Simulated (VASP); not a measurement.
# ZnO (P6_3mc) in VASP: single point with PBE

Aim: the single point of ZnO with PBE.

All numbers are computed with VASP 6.6.1; they aren't measurements. Logs are shortened: lines on timing, memory, paths and dates and some standing lists are left out, and cuts for length are marked.

## Step 1: The cell of the first run

Symmetry: P6_3mc, No. 186, hexagonal system. Conventional cell: a = 3.194 Å, b = 3.194 Å, c = 5.117 Å, α = 90.00°, β = 90.00°, γ = 120.00°. Zn (site symmetry 3m) has 4 O at 1.94 to 1.95 Å within 2.6 Å. O (site symmetry 3m) has 4 Zn at 1.94 to 1.95 Å within 2.6 Å.

## Step 2: Single point, PBE

File INCAR:

```
SYSTEM = ZnO
PREC = Accurate
ENCUT = 1340
EDIFF = 1E-6
ISMEAR = 0
SIGMA = 0.01
LREAL = .FALSE.
LASPH = .TRUE.
NELM = 120
ALGO = Normal
ISIF = 2
LWAVE = .FALSE.
LCHARG = .TRUE.
GGA = PE
LELF = .TRUE.
LVHAR = .TRUE.
NBANDS = 26
GGA_COMPAT = .FALSE.
```

File KPOINTS:

```
regular mesh
0
G
  12 12 4
  0 0 0
```

File POSCAR:

```
ZnO
1.0
    3.1942263078      0.0000000000      0.0000000000
   -1.5971082386      2.7662762080      0.0000000000
    0.0000000000      0.0000000000      5.1174605786
Zn O
2 2
Direct
    0.3333333333      0.6666666667      0.5000000000
    0.6666666667      0.3333333333      0.0000000000
    0.6666666667      0.3333333333      0.3790100000
    0.3333333333      0.6666666667      0.8790100000
```

Potentials or basis: VASP PAW PBE potentials, release 64 (Zn, O_h).

Run with:

```bash
> cat potpaw_PBE.64/Zn/POTCAR potpaw_PBE.64/O_h/POTCAR > POTCAR
> mpirun -np 1 vasp_std > vasp.out
```

OUTCAR:

```text
SYSTEM = ZnO
   PREC = Accurate
   ENCUT = 1340
   EDIFF = 1E-6
   ISMEAR = 0
   LREAL = .FALSE.
   LASPH = .TRUE.
   NELM = 120
   ISIF = 2
   GGA = PE

 ion  position               nearest neighbor table
   1  0.333  0.667  0.500-   4 1.94   3 1.95   3 1.95   3 1.95
   2  0.667  0.333  0.000-   3 1.94   4 1.95   4 1.95   4 1.95
   3  0.667  0.333  0.379-   2 1.94   1 1.95   1 1.95   1 1.95
   4  0.333  0.667  0.879-   1 1.94   2 1.95   2 1.95   2 1.95

  LATTYP: Found a hexagonal cell.
 ALAT       =     3.1942263078
 C/A-ratio  =     1.6020970606

  Lattice vectors:

 A1 = (   3.1942263078,   0.0000000000,   0.0000000000)
 A2 = (  -1.5971082386,   2.7662762080,   0.0000000000)
 A3 = (   0.0000000000,   0.0000000000,   5.1174605786)

Analysis of symmetry for initial positions (statically):
=====================================================================
 Subroutine PRICEL returns:
 Original cell was already a primitive cell.

 Routine SETGRP: Setting up the symmetry group for a
 hexagonal supercell.

 Subroutine GETGRP returns: Found 12 space group operations
 (whereof  6 operations were pure point group operations)
 out of a pool of 24 trial point group operations.

The static configuration has the point symmetry C_3v.
 The point group associated with its full space group is C_6v.

Analysis of symmetry for dynamics (positions and initial velocities):
=====================================================================
 Subroutine PRICEL returns:
 Original cell was already a primitive cell.

 Routine SETGRP: Setting up the symmetry group for a
 hexagonal supercell.

 Subroutine GETGRP returns: Found 12 space group operations
 (whereof  6 operations were pure point group operations)
 out of a pool of 24 trial point group operations.

The dynamic configuration has the point symmetry C_3v.
 The point group associated with its full space group is C_6v.

 Subroutine INISYM returns: Found 12 space group operations
 (whereof  6 operations are pure point group operations),
 and found     1 'primitive' translations

----------------------------------------------------------------------------------------

                                     Primitive cell

  volume of cell :      45.2185

  direct lattice vectors                    reciprocal lattice vectors
     3.194226308  0.000000000  0.000000000     0.313064856  0.180747844  0.000000000
    -1.597108239  2.766276208  0.000000000     0.000000000  0.361496801  0.000000000
     0.000000000  0.000000000  5.117460579     0.000000000  0.000000000  0.195409419

  length of vectors
     3.194226308  3.194219589  5.117460579     0.361496041  0.361496801  0.195409419

  position of ions in fractional coordinates (direct lattice)
     0.333333333  0.666666667  0.500000000
     0.666666667  0.333333333  0.000000000
     0.666666667  0.333333333  0.379010000
     0.333333333  0.666666667  0.879010000

  ion indices of the primitive-cell ions
   primitive index   ion index
                 1           1
                 2           2
                 3           3
                 4           4

----------------------------------------------------------------------------------------

 KPOINTS: regular mesh

Automatic generation of k-mesh.
 Grid dimensions read from file:
 generate k-points for:   12   12    4

 Generating k-lattice:

  Cartesian coordinates                     Fractional coordinates (reciprocal lattice)
     0.026088738  0.015062320  0.000000000     0.083333333  0.000000000  0.000000000
     0.000000000  0.030124733  0.000000000     0.000000000  0.083333333  0.000000000
     0.000000000  0.000000000  0.048852355     0.000000000  0.000000000  0.250000000

  Length of vectors
     0.030124670  0.030124733  0.048852355

  Shift w.r.t. Gamma in fractional coordinates (k-lattice)
     0.000000000  0.000000000  0.000000000

 Subroutine IBZKPT returns following result:
 ===========================================

 Found     57 irreducible k-points:

 Following reciprocal coordinates:
            Coordinates               Weight
  0.000000  0.000000  0.000000      1.000000
  0.083333  0.000000  0.000000      6.000000
  0.166667  0.000000  0.000000      6.000000
  0.250000  0.000000  0.000000      6.000000
  0.333333  0.000000  0.000000      6.000000
  0.416667  0.000000  0.000000      6.000000
[... 16 lines left out ...]
  0.250000  0.000000  0.250000     12.000000
  0.333333  0.000000  0.250000     12.000000
 [... further k-points ...]
   k-points           NKPTS =     57   k-points in BZ     NKDIM =     57   number of bands    NBANDS=     26
   number of dos      NEDOS =    301   number of ions     NIONS =      4
   total plane-waves  NPLWV = 102400
   dimension x,y,z NGX =    40 NGY =   40 NGZ =   64
   dimension x,y,z NGXF=    80 NGYF=   80 NGZF=  128
   ions per type =               2   2
   NGX,Y,Z   is equivalent  to a cutoff of  20.82, 20.82, 20.79 a.u.
   NGXF,Y,Z  is equivalent  to a cutoff of  41.64, 41.64, 41.58 a.u.
 SYSTEM =  ZnO
   PREC   = accura    normal or accurate (medium, high low for compatibility)
   ISTART =      0    job   : 0-new  1-cont  2-samecut
   ICHARG =      2    charge: 1-file 2-atom 10-const
   ISPIN  =      1    spin polarized calculation?
   LNONCOLLINEAR =      F non collinear calculations
   LSORBIT =      F    spin-orbit coupling
   LASPH  =      T    aspherical Exc in radial PAW
   ENCUT  = 1340.0 eV  98.49 Ry    9.92 a.u.   9.53  9.53 15.27*2*pi/ulx,y,z
   NELM   =    120;   NELMIN=  2; NELMDL= -5     # of ELM steps
   EDIFF  = 0.1E-05   stopping-criterion for ELM
   LREAL  =      F    real-space projection
   EDIFFG = 0.1E-04   stopping-criterion for IOM
   NSW    =      0    number of steps for IOM
   IBRION =     -1    ionic relax: 0-MD 1-quasi-New 2-CG
   NFREE  =      0    steps in history (QN), initial steepest desc. (CG)
   ISIF   =      2    stress and relaxation
   ISYM   =      2    0-nonsym 1-usesym 2-fastsym
   POTIM  = 0.5000    time-step for ionic-motion
   TEBEG  =    0.0;   TEEND  =   0.0 temperature during run
   PSTRESS=    0.0 pullay stress
   NELECT =      36.0000    total number of electrons
   NUPDOWN=      -1.0000    fix difference up-down
   EMIN   =  10.00;   EMAX   =-10.00  energy-range for DOS
   EFERMI =   0.00;   METHOD = LEGACY
   ISMEAR =     0;   SIGMA  =   0.01  broadening in eV -4-tet -1-fermi 0-gaus
   EFERMI_NEDOS =   21; number of points for ismear=-14 and -15
   IALGO  =     38    algorithm
   IMIX   =      4    mixing-type and parameters
     AMIX     =   0.40;   BMIX     =  1.00
     AMIX_MAG =   1.60;   BMIX_MAG =  1.00
  volume/ion in A,a.u.               =      11.30        76.29
  Fermi-wavevector in a.u.,A,eV,Ry     =   1.517296  2.867274 31.323173  2.302188
  Thomas-Fermi vector in A             =   2.626571
   LORBIT       =      0    0 simple, 1 ext, 2 COOP (PROOUT), +10 PAW based schemes
   GGA     = PE    functional components
   LHFCALC =     F    Hartree Fock is set to
   AEXX    =    0.0000 exact exchange contribution
   IVDW    =     0    specifies the selected vdW correction
   LEPSILON=     F    determine dielectric tensor
   LRPA    =     F    only Hartree local field effects (RPA)
 non-spin polarized calculation
 Gauss-broadening in eV      SIGMA  =   0.01
  energy-cutoff  :     1340.00
  volume of cell :       45.22
 maximum number of plane-waves:      5076
 NGX is ok and might be reduce to    40
   NGX = 19   NGY = 19   NGZ = 31

 number of electron      35.9999999 magnetization

 Free energy of the ion-electron system (eV)
  ---------------------------------------------------
  ext. energy  EPLUGINS =         0.00000000
  ---------------------------------------------------
  free energy    TOTEN  =       -17.68433446 eV

  energy without entropy =      -17.68433446  energy(sigma->0) =      -17.68433446

 E-fermi :   2.1495     XC(G=0): -11.1915

 val. band max:        2.0207767843   @ k =   0.0000   0.0000   0.0000
 cond. band min:       2.8882574399   @ k =   0.0000   0.0000   0.0000
 fundamental gap:      0.8674806556
 Fermi energy:         2.1494899812

 k-point     1 :       0.0000    0.0000    0.0000
  band No.  band energies     occupation
      1     -16.4977      2.00000
      2     -15.6841      2.00000
      3      -4.0202      2.00000
      4      -3.9338      2.00000
      5      -3.9338      2.00000
      6      -3.8873      2.00000
[... 18 lines left out ...]
     25      16.4985      0.00000
     26      16.4986      0.00000

 k-point     2 :       0.0833    0.0000    0.0000
  band No.  band energies     occupation
      1     -16.4554      2.00000
      2     -15.6656      2.00000
      3      -4.0006      2.00000
      4      -3.9475      2.00000
      5      -3.9098      2.00000
      6      -3.8584      2.00000
[... 18 lines left out ...]
     25      16.5960      0.00000
     26      16.6030      0.00000

 k-point     3 :       0.1667    0.0000    0.0000
  band No.  band energies     occupation
      1     -16.3363      2.00000
      2     -15.6163      2.00000
      3      -4.1203      2.00000
      4      -3.8466      2.00000
      5      -3.8322      2.00000
      6      -3.7997      2.00000
[... 18 lines left out ...]
     25      16.4581      0.00000
     26      16.7099      0.00000

 k-point     4 :       0.2500    0.0000    0.0000
  band No.  band energies     occupation
      1     -16.1630      2.00000
      2     -15.5544      2.00000
      3      -4.2484      2.00000
      4      -3.8645      2.00000
      5      -3.7690      2.00000
      6      -3.6682      2.00000
[... 18 lines left out ...]
     25      15.6658      0.00000
     26      16.5508      0.00000
[... 496 lines left out ...]
      1     -16.2342      2.00000
      2     -15.7249      2.00000
      3      -4.2106      2.00000
      4      -4.1245      2.00000
      5      -3.8226      2.00000
      6      -3.8045      2.00000
[... 18 lines left out ...]
     25      15.4345      0.00000
     26      16.2522      0.00000

 k-point    23 :       0.2500    0.0000    0.2500
  band No.  band energies     occupation
      1     -16.0744      2.00000
      2     -15.6436      2.00000
      3      -4.3253      2.00000
      4      -4.1375      2.00000
      5      -3.7345      2.00000
      6      -3.6975      2.00000
[... 18 lines left out ...]
     25      15.6700      0.00000
     26      16.2660      0.00000

 k-point    24 :       0.3333    0.0000    0.2500
  band No.  band energies     occupation
      1     -15.9007      2.00000
      2     -15.5696      2.00000
      3      -4.3945      2.00000
      4      -4.1746      2.00000
      5      -3.6566      2.00000
      6      -3.5683      2.00000
[... 18 lines left out ...]
     25      15.7515      0.00000
     26      16.2938      0.00000

 [... further k-points ...]
[... 5 lines left out ...]
  --------------------------------------------------------------------------------------
  -------------------------------------------------------------------------------------
  Total        3.9502676      3.9502536      4.5307112      0.0000070      0.0000000      0.0000000
  in kB      139.9656202    139.9651223    160.5318579      0.0002487      0.0000000      0.0000000
  external PRESSURE =     146.8208668 kB  Pullay stress =       0.0000000 kB

 VOLUME and BASIS-vectors are now :
 -----------------------------------------------------------------------------
  energy-cutoff  :     1340.00
  volume of cell :       45.22
      direct lattice vectors                 reciprocal lattice vectors
     3.194226308  0.000000000  0.000000000     0.313064856  0.180747844  0.000000000
    -1.597108239  2.766276208  0.000000000     0.000000000  0.361496801  0.000000000
     0.000000000  0.000000000  5.117460579     0.000000000  0.000000000  0.195409419

 POSITION                                       TOTAL-FORCE (eV/Angst)
 -----------------------------------------------------------------------------------
      0.00000      1.84418      2.55873         0.000000     -0.000000     -0.093229
      1.59711      0.92209      0.00000        -0.000000      0.000000     -0.093229
      1.59711      0.92209      1.93957        -0.000000      0.000000      0.093229
      0.00000      1.84418      4.49830         0.000000      0.000000      0.093229
 -----------------------------------------------------------------------------------
    total drift:                                0.000000     -0.000000      0.000194

  FREE ENERGIE OF THE ION-ELECTRON SYSTEM (eV)
  ---------------------------------------------------
  free  energy   TOTEN  =       -17.6843344601 eV

  energy  without entropy=      -17.6843344601  energy(sigma->0) =      -17.68433446
```

Wall time 1.7 min (1 thread of Intel Xeon 6975P-C (Granite Rapids), shared host); peak memory 0.46 GiB.

Results:

```
Free energy            : -17.6843 eV
Pressure               : 14.7 GPa
Largest force          : 0.093 eV/Å
Band gap on the k mesh : 0.87 eV
```

Forces in eV/Å, atoms in the order of the input:
```
Zn   0.000  0.000 -0.093
Zn   0.000  0.000 -0.093
O    0.000  0.000  0.093
O    0.000  0.000  0.093
```

Stress tensor (GPa, compression positive):
```
14.00  0.00  0.00
 0.00 14.00  0.00
 0.00  0.00 16.05
```

Levels at points of the mesh, in eV from the valence-band top:
```tsv
k point	band 16	band 17	band 18	band 19	band 20	band 21
(0.00, 0.00, 0.00)	-0.09	0.00	0.00	0.87	5.40	8.44
(0.50, 0.00, 0.00)	-2.45	-1.36	-0.89	6.00	6.92	7.68
(0.00, 0.00, 0.50)	-0.43	-0.43	-0.43	3.58	3.58	10.33
(0.50, 0.00, 0.50)	-1.62	-1.45	-1.45	5.81	5.81	8.72
```

Caveat: the cell stands under pressure.
